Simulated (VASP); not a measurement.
Here is a VASP 6.6.1 calculation.

The input INCAR:

```
SYSTEM = Te
PREC = Accurate ; ENCUT = 520
EDIFF = 1E-7 ; ISMEAR = -1
SIGMA = 0.1 ; LREAL = .False.
LASPH = .True. ; NELM = 80
ALGO = Normal ; ISIF = 2
LWAVE = .False. ; LCHARG = .False.
GGA = RE ; NBANDS = 9
```

Contents of KPOINTS:

```
regular mesh
0
Gamma
  13 13 13
  0 0 0
```

The input POSCAR:

```
Te
1.0
    0.0000000000      2.4010161727      2.4010161727
    2.4010161727      0.0000000000      2.4010161727
    2.4010161727      2.4010161727      0.0000000000
Te
1
Direct
    0.0000000000      0.0000000000      0.0000000000
```

Potentials or basis: VASP PAW PBE potentials, release 64 (Te).

Launch:

```bash
$ cat potpaw_PBE.64/Te/POTCAR > POTCAR
$ mpirun -np 1 vasp_std > vasp.out
```

(1) What does it give for the pressure?

(2) Estimate the band gap on the k mesh.

## Answers

(1) 2.1 GPa.

(2) zero (bands 3 and 4 overlap by 5.12 eV).

Caveat: the PAW data sets were made with another functional, which shifts forces and pressure a little; spin-orbit coupling is left out, which moves the levels of the heavy elements.
